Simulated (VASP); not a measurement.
# GeB6P8 (a cell with a defect) in VASP: settings compared

GeB6P8 (a cell with a defect) is run at these levels: PBEsol, PBEsol+D4; tasks: single point.

All numbers are computed with VASP 6.6.1; they aren't measurements. Logs are shortened: lines on timing, memory, paths and dates and some standing lists are left out, and cuts for length are marked.

### 1 The cell of the first run

The cell holds a defect, 15 atoms: a = 9.040 Å, b = 4.520 Å, c = 4.520 Å, α = 90.00°, β = 90.00°, γ = 90.00°.

### 2 Single point, PBEsol, collinear spin

INCAR reads:

```
SYSTEM = GeB6P8
  ALGO = Normal
  EDIFF = 1E-6
  ENCUT = 420
  GGA = PS
  GGA_COMPAT = .False.
  ISIF = 2
  ISMEAR = -1
  ISPIN = 2
  ISYM = -1
  LASPH = .True.
  LCHARG = .False.
  LORBIT = 11
  LREAL = Auto
  LWAVE = .False.
  MAGMOM = 0 0 0 0 0 0 0 0.4 0.4 0 0.4 0 0 0.4 0.4
  NBANDS = 53
  NELM = 200
  PREC = Accurate
  SIGMA = 0.05
```

KPOINTS reads:

```
explicit points
1
Reciprocal
  0.25000000   0.25000000   0.25000000 1
```

POSCAR reads:

```
GeB6P8
1.0
    9.0403780000      0.0000000000      0.0000000000
    0.0000000000      4.5201890000      0.0000000000
    0.0000000000      0.0000000000      4.5201890000
B P Ge
6 8 1
Direct
    0.0102060000      0.0236830000      0.9977570000
    0.2364670000      0.5188010000      0.9815450000
    0.7437090000      0.4951320000      0.9826600000
    0.2461760000      0.0042610000      0.5014910000
    0.7497120000      0.9902800000      0.4980360000
    0.0025670000      0.5017680000      0.4975030000
    0.1302980000      0.2472630000      0.2525050000
    0.6241450000      0.2509310000      0.2568350000
    0.3779450000      0.7503170000      0.2273240000
    0.8767580000      0.7511140000      0.2426430000
    0.3608840000      0.2698890000      0.7506390000
    0.8691330000      0.2533440000      0.7528960000
    0.1237820000      0.7395760000      0.7642370000
    0.6302710000      0.7448380000      0.7444500000
    0.4938930000      0.5290170000      0.4876280000
```

Potentials or basis: VASP PAW PBE potentials, release 64 (B, P, Ge_d).

Started as:

```sh
> cat potpaw_PBE.64/B/POTCAR potpaw_PBE.64/P/POTCAR potpaw_PBE.64/Ge_d/POTCAR > POTCAR
> mpirun -np 1 vasp_std > vasp.out
```

OUTCAR:

```text
SYSTEM = GeB6P8
   EDIFF = 1E-6
   ENCUT = 420
   GGA = PS
   ISIF = 2
   ISMEAR = -1
   ISPIN = 2
   ISYM = -1
   LASPH = .True.
   LORBIT = 11
   LREAL = Auto
   NELM = 200
   PREC = Accurate

 ion  position               nearest neighbor table
   1  0.010  0.024  0.998-   7 1.88  13 1.95  12 1.98  10 2.05
   2  0.236  0.519  0.982-  13 1.73  11 1.90   7 1.98   9 1.99
   3  0.744  0.495  0.983-  14 1.87  12 1.89   8 1.98  10 2.04
   4  0.246  0.004  0.501-   7 1.89  11 1.95  13 2.02   9 2.07
   5  0.750  0.990  0.498-  14 1.91  10 1.95   8 1.97  12 1.98
   6  0.003  0.502  0.498-  13 1.95   7 1.97  10 1.97  12 2.01
   7  0.130  0.247  0.253-   1 1.88   4 1.89   6 1.97   2 1.98
   8  0.624  0.251  0.257-   5 1.97   3 1.98  15 2.01
   9  0.378  0.750  0.227-  15 1.87   2 1.99   4 2.07
  10  0.877  0.751  0.243-   5 1.95   6 1.97   3 2.04   1 2.05
  11  0.361  0.270  0.751-   2 1.90   4 1.95  15 2.06
  12  0.869  0.253  0.753-   3 1.89   5 1.98   1 1.98   6 2.01
  13  0.124  0.740  0.764-   2 1.73   6 1.95   1 1.95   4 2.02
  14  0.630  0.745  0.744-   3 1.87   5 1.91  15 1.95
  15  0.494  0.529  0.488-   9 1.87  14 1.95   8 2.01  11 2.06

IMPORTANT INFORMATION: All symmetrisations will be switched off!
NOSYMM: (Re-)initialisation of all symmetry stuff for point group C_1.

----------------------------------------------------------------------------------------

                                     Primitive cell

  volume of cell :     184.7140

  direct lattice vectors                    reciprocal lattice vectors
     9.040378000  0.000000000  0.000000000     0.110614844  0.000000000  0.000000000
     0.000000000  4.520189000  0.000000000     0.000000000  0.221229688  0.000000000
     0.000000000  0.000000000  4.520189000     0.000000000  0.000000000  0.221229688

  length of vectors
     9.040378000  4.520189000  4.520189000     0.110614844  0.221229688  0.221229688

  position of ions in fractional coordinates (direct lattice)
     0.010206000  0.023683000  0.997757000
     0.236467000  0.518801000  0.981545000
     0.743709000  0.495132000  0.982660000
     0.246176000  0.004261000  0.501491000
     0.749712000  0.990280000  0.498036000
     0.002567000  0.501768000  0.497503000
     0.130298000  0.247263000  0.252505000
     0.624145000  0.250931000  0.256835000
     0.377945000  0.750317000  0.227324000
     0.876758000  0.751114000  0.242643000
     0.360884000  0.269889000  0.750639000
     0.869133000  0.253344000  0.752896000
     0.123782000  0.739576000  0.764237000
     0.630271000  0.744838000  0.744450000
     0.493893000  0.529017000  0.487628000

  ion indices of the primitive-cell ions
   primitive index   ion index
                 1           1
                 2           2
                 3           3
                 4           4
                 5           5
                 6           6
                 7           7
                 8           8
                 9           9
                10          10
                11          11
                12          12
                13          13
                14          14
                15          15

----------------------------------------------------------------------------------------

 KPOINTS: explicit points

Read explicit list of k-points.

 Found      1 k-points:

 Following reciprocal coordinates:
            Coordinates               Weight
  0.250000  0.250000  0.250000      1.000000
   k-points           NKPTS =      1   k-points in BZ     NKDIM =      1   number of bands    NBANDS=     53
   number of dos      NEDOS =    301   number of ions     NIONS =     15
   total plane-waves  NPLWV =  54000
   dimension x,y,z NGX =    60 NGY =   30 NGZ =   30
   dimension x,y,z NGXF=   120 NGYF=   60 NGZF=   60
   ions per type =               6   8   1
   NGX,Y,Z   is equivalent  to a cutoff of  11.03, 11.03, 11.03 a.u.
   NGXF,Y,Z  is equivalent  to a cutoff of  22.07, 22.07, 22.07 a.u.
 SYSTEM =  GeB6P8
   PREC   = accura    normal or accurate (medium, high low for compatibility)
   ISTART =      0    job   : 0-new  1-cont  2-samecut
   ICHARG =      2    charge: 1-file 2-atom 10-const
   ISPIN  =      2    spin polarized calculation?
   LNONCOLLINEAR =      F non collinear calculations
   LSORBIT =      F    spin-orbit coupling
   LASPH  =      T    aspherical Exc in radial PAW
   ENCUT  =  420.0 eV  30.87 Ry    5.56 a.u.  15.11  7.55  7.55*2*pi/ulx,y,z
   NELM   =    200;   NELMIN=  2; NELMDL= -5     # of ELM steps
   EDIFF  = 0.1E-05   stopping-criterion for ELM
   LREAL  =      T    real-space projection
   EDIFFG = 0.1E-04   stopping-criterion for IOM
   NSW    =      0    number of steps for IOM
   IBRION =     -1    ionic relax: 0-MD 1-quasi-New 2-CG
   NFREE  =      0    steps in history (QN), initial steepest desc. (CG)
   ISIF   =      2    stress and relaxation
   ISYM   =     -1    0-nonsym 1-usesym 2-fastsym
   POTIM  = 0.5000    time-step for ionic-motion
   TEBEG  =    0.0;   TEEND  =   0.0 temperature during run
   PSTRESS=    0.0 pullay stress
   NELECT =      72.0000    total number of electrons
   NUPDOWN=      -1.0000    fix difference up-down
   EMIN   =  10.00;   EMAX   =-10.00  energy-range for DOS
   EFERMI =   0.00;   METHOD = LEGACY
   ISMEAR =    -1;   SIGMA  =   0.05  broadening in eV -4-tet -1-fermi 0-gaus
   EFERMI_NEDOS =   21; number of points for ismear=-14 and -15
   IALGO  =     38    algorithm
   IMIX   =      4    mixing-type and parameters
     AMIX     =   0.40;   BMIX     =  1.00
     AMIX_MAG =   1.60;   BMIX_MAG =  1.00
  volume/ion in A,a.u.               =      12.31        83.10
  Fermi-wavevector in a.u.,A,eV,Ry     =   1.195875  2.259876 19.457919  1.430117
  Thomas-Fermi vector in A             =   2.331829
   LORBIT       =     11    0 simple, 1 ext, 2 COOP (PROOUT), +10 PAW based schemes
   GGA     = PS    functional components
   LHFCALC =     F    Hartree Fock is set to
   AEXX    =    0.0000 exact exchange contribution
   IVDW    =     0    specifies the selected vdW correction
   LEPSILON=     F    determine dielectric tensor
   LRPA    =     F    only Hartree local field effects (RPA)
 spin polarized calculation
  energy-cutoff  :      420.00
  volume of cell :      184.71
 maximum number of plane-waves:      3619
 NGX is ok and might be reduce to    60
   NGX = 31   NGY = 15   NGZ = 15

 number of electron      71.9999998 magnetization       0.0289048

 Free energy of the ion-electron system (eV)
  ---------------------------------------------------
  ext. energy  EPLUGINS =         0.00000000
  ---------------------------------------------------
  free energy    TOTEN  =       -90.43661366 eV

  energy without entropy =      -90.39554342  energy(sigma->0) =      -90.41607854

 E-fermi :   7.9322     XC(G=0): -11.1450

 val. band max:        7.7901646038   @ k =   0.2500   0.2500   0.2500
 cond. band min:       8.0654029174   @ k =   0.2500   0.2500   0.2500
 fundamental gap:      0.2752383136
 Fermi energy:         7.9321791493

 spin component 1

 k-point     1 :       0.2500    0.2500    0.2500
  band No.  band energies     occupation
      1     -17.8119      1.00000
      2     -17.7167      1.00000
      3     -17.6655      1.00000
      4     -17.5791      1.00000
      5     -17.5383      1.00000
      6      -7.7898      1.00000
[... 40 lines left out ...]
     47      12.6046      0.00000
     48      12.8360      0.00000
 Fermi energy:         7.9321791493

 spin component 2

 k-point     1 :       0.2500    0.2500    0.2500
  band No.  band energies     occupation
      1     -17.8090      1.00000
      2     -17.7163      1.00000
      3     -17.6652      1.00000
      4     -17.5784      1.00000
      5     -17.5378      1.00000
      6      -7.7823      1.00000
[... 40 lines left out ...]
     47      12.6093      0.00000
     48      12.8361      0.00000
 [bands above 48 left out]

------------------------ aborting loop because EDIFF is reached ----------------------------------------

  FORCE on cell =-STRESS in cart. coord.  units (eV):
  Direction    XX          YY          ZZ          XY          YZ          ZX
  --------------------------------------------------------------------------------------
  -------------------------------------------------------------------------------------
  Total       25.7418765     20.5266612     19.5374744     -8.5921489     -9.9089943     11.0700713
  in kB      223.2806083    178.0447279    169.4646918    -74.5268218    -85.9489123     96.0198938
  external PRESSURE =     190.2633427 kB  Pullay stress =       0.0000000 kB

 VOLUME and BASIS-vectors are now :
 -----------------------------------------------------------------------------
  energy-cutoff  :      420.00
  volume of cell :      184.71
      direct lattice vectors                 reciprocal lattice vectors
     9.040378000  0.000000000  0.000000000     0.110614844  0.000000000  0.000000000
     0.000000000  4.520189000  0.000000000     0.000000000  0.221229688  0.000000000
     0.000000000  0.000000000  4.520189000     0.000000000  0.000000000  0.221229688

 POSITION                                       TOTAL-FORCE (eV/Angst)
 -----------------------------------------------------------------------------------
      0.09227      0.10705      4.51005        -1.845575     -1.412736     -0.056463
      2.13775      2.34508      4.43677         3.188975     -2.305675      3.085513
      6.72341      2.23809      4.44181         0.293190     -0.383162      1.459025
      2.22552      0.01926      2.26683         0.984919     -0.577149     -0.229023
      6.77768      4.47625      2.25122         0.253096      0.823972     -0.108219
      0.02321      2.26809      2.24881        -0.822253     -0.224499      0.154014
      1.17794      1.11768      1.14137        -1.019022      1.049391     -0.040169
      5.64251      1.13426      1.16094         3.400183     -4.343830     -3.858271
      3.41677      3.39157      1.02755        -7.417675      6.900556     -6.474680
      7.92622      3.39518      1.09679         0.258400      0.696296     -0.234365
      3.26253      1.21995      3.39303        -3.130409     -3.487880      2.513923
      7.85729      1.14516      3.40323         1.610405     -0.818501     -0.737240
      1.11904      3.34302      3.45450        -2.612018      3.505776     -3.236532
      5.69789      3.36681      3.36505         3.426431      4.736868      4.944357
      4.46498      2.39126      2.20417         3.431352     -4.159429      2.818130
 -----------------------------------------------------------------------------------
    total drift:                                0.000069      0.000405     -0.001022

  FREE ENERGIE OF THE ION-ELECTRON SYSTEM (eV)
  ---------------------------------------------------
  free  energy   TOTEN  =       -90.4366136579 eV

  energy  without entropy=      -90.3955434231  energy(sigma->0) =      -90.41607854

 total charge

# of ion       s       p       d       tot
------------------------------------------
    1        0.673   1.286   0.000   1.959
    2        0.699   1.396   0.000   2.095
    3        0.667   1.286   0.000   1.953
    4        0.658   1.252   0.000   1.910
    5        0.668   1.259   0.000   1.927
    6        0.661   1.250   0.000   1.912
    7        0.992   1.575   0.000   2.568
    8        1.016   1.618   0.000   2.634
    9        1.052   1.536   0.000   2.589
   10        0.999   1.520   0.000   2.518
   11        1.046   1.550   0.000   2.596
   12        0.996   1.553   0.000   2.549
   13        1.005   1.612   0.000   2.617
   14        1.010   1.689   0.000   2.699
   15        1.182   1.994  10.320  13.496
--------------------------------------------------
tot         13.324  22.377  10.320  46.021

 magnetization (x)

# of ion       s       p       d       tot
------------------------------------------
    1        0.000  -0.000   0.000  -0.000
    2       -0.000  -0.001   0.000  -0.001
    3       -0.000   0.000   0.000   0.000
    4       -0.000  -0.001   0.000  -0.001
    5       -0.000  -0.000   0.000  -0.000
    6        0.000   0.000   0.000   0.000
    7       -0.000   0.003   0.000   0.002
    8       -0.000  -0.006   0.000  -0.006
    9       -0.000   0.005   0.000   0.005
   10       -0.000  -0.002   0.000  -0.002
   11        0.003   0.024   0.000   0.026
   12       -0.000  -0.001   0.000  -0.001
   13       -0.000   0.002   0.000   0.002
   14       -0.001  -0.006   0.000  -0.006
   15        0.000   0.003   0.001   0.004
--------------------------------------------------
tot          0.000   0.021   0.001   0.022
```

Wall time 52 s (1 thread of Intel Xeon Platinum 8259CL at 2.50GHz (Skylake/Cascade Lake), shared host); peak memory 0.25 GiB.

What came out:

| Quantity | Value |
| --- | --- |
| Free energy | -90.4366 eV |
| Pressure | 19.0 GPa |
| Largest force | 12.023 eV/Å |
| Net moment | 0.03 μB per cell |
| Site moments | B -0.00, +0.00 (each value once); P +0.00, -0.01, +0.01, -0.00, +0.03 (each value once); Ge +0.00 μB |
| Valence electrons inside the program's atomic spheres | B 1.96, 2.10, 1.95, 1.91, 1.93 (each value once); P 2.57, 2.63, 2.59, 2.52, 2.60, 2.55, 2.62, 2.70; Ge 13.50 |

Forces in eV/Å, atoms in the order of the input:
```
B   -1.846 -1.413 -0.056
B    3.189 -2.306  3.086
B    0.293 -0.383  1.459
B    0.985 -0.577 -0.229
B    0.253  0.824 -0.108
B   -0.822 -0.224  0.154
P   -1.019  1.049 -0.040
P    3.400 -4.344 -3.858
P   -7.418  6.901 -6.475
P    0.258  0.696 -0.234
P   -3.130 -3.488  2.514
P    1.610 -0.819 -0.737
P   -2.612  3.506 -3.237
P    3.426  4.737  4.944
Ge   3.431 -4.159  2.818
```

Levels at points of the mesh, in eV from the Fermi level:
Spin up:
```tsv
k point	band 32	band 33	band 34	band 35	band 36	band 37	band 38	band 39	band 40	band 41
(0.25, 0.25, 0.25)	-2.62	-2.43	-1.23	-0.90	-0.15	0.13	1.63	2.02	2.54	2.67
```
Spin down:
```csv
k point,band 32,band 33,band 34,band 35,band 36,band 37,band 38,band 39,band 40,band 41
"(0.25, 0.25, 0.25)",-2.62,-2.43,-1.23,-0.91,-0.14,0.16,1.64,2.02,2.54,2.67
```

Caveat: the PAW data sets were made with another functional, which shifts forces and pressure a little.

(Continued in part 2 of 2.)
